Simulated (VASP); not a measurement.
HfN:

```
Hf N
1.0
     3.43321    0.00000    0.00000
    -1.71660    2.97324    0.00000
     0.00000    0.00000    3.96982
Hf N
1 1
Direct
  0.00000 0.00000 0.50000
  0.00000 0.00000 0.00000
```

Base run:

| Quantity | Value |
| --- | --- |
| Program | VASP 6.6.1 |
| Functional | r2SCAN |
| Potentials or basis | VASP PAW PBE potentials, release 64 (Hf_pv, N) |
| Cutoff | 520 eV |
| k mesh | 9 × 9 × 7 |
| Occupations | fermi-dirac, width 0.05 eV |
| Spin | no spin polarisation |

Its results: pressure -1.5 GPa.

**Question.** The run is repeated on the same cell with these changes: functional from r2SCAN to LDA; potentials or basis from VASP PAW PBE potentials, release 64 (Hf_pv, N) to VASP PAW LDA potentials, release 64 (Hf_pv, N). What comes out?

**Answer.** Pressure -5.4 GPa.

Caveats: the PAW data sets were made with another functional, which shifts forces and pressure a little (some runs).
